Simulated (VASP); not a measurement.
Write the native input for VASP 6.6.1 that does the following.

| Item | Value |
| --- | --- |
| Task | relaxation of cell and atoms |
| Functional | PBEsol |
| Potentials or basis | VASP PAW PBE potentials, release 64 (Hg, Te) |
| Cutoff | 600 eV |
| k mesh | 6 × 6 × 5 |
| Occupations | fermi-dirac, width 0.05 eV |
| Spin | no spin polarisation |
| Dipole correction | no |
| Further INCAR settings | ALGO = Normal; EDIFF = 1e-06; IBRION = 2; EDIFFG = -0.005; NSW = 80; ISIF = 3 |

The structure of HgTe lies in POSCAR:

```
HgTe
1.0
    2.9925180000     -3.4669290000      0.0000000000
    2.9925180000      3.4669290000      0.0000000000
    0.0000000000      0.0000000000      5.7981570000
Hg Te
2 2
Direct
    0.6569500000      0.3430500000      0.2500000000
    0.3430500000      0.6569500000      0.7500000000
    0.2151910000      0.7848090000      0.2500000000
    0.7848090000      0.2151910000      0.7500000000
```

The input as run:

INCAR

```
  PREC = Accurate
  ENCUT = 600
  EDIFF = 1E-6
  ISMEAR = -1
  SIGMA = 0.05
  LREAL = F
  LASPH = T
  NELM = 100
  ALGO = Normal
  ISIF = 3
  LWAVE = F
  LCHARG = F
  GGA = PS
  IBRION = 2
  NSW = 80
  EDIFFG = -0.005
```

KPOINTS

```
Automatic mesh
0
Gamma
  6 6 5
```

Potentials or basis: VASP PAW PBE potentials, release 64 (Hg, Te).

Launch:

```sh
$ cat potpaw_PBE.64/Hg/POTCAR potpaw_PBE.64/Te/POTCAR > POTCAR
$ mpirun -np 1 vasp_std > vasp.out
```

Results of the run:

```
Relaxed volume                        : 27.10 Å³/atom
Relaxed cell                          : a = 4.216 Å, b = 4.216 Å, c = 6.098 Å, α = 90.00°, β = 90.00°, γ = 90.00°
Space group after relaxing (to 0.1 Å) : Fm-3m (No. 225)
Energy gained by relaxing             : 66.6 meV/atom
Ionic steps                           : 72
Pressure after relaxing               : 0.0 GPa
Largest force after relaxing          : 0.005 eV/Å
Band gap on the k mesh                : zero (bands 18 and 19 overlap by 2.74 eV)
```

Caveat: the PAW data sets were made with another functional, which shifts forces and pressure a little; spin-orbit coupling is left out, which moves the levels of the heavy elements.

Wall time 46 min on 1 thread of Intel(R) Xeon(R) Platinum 8488C (Sapphire Rapids), on a shared host, peak memory 0.37 GiB.
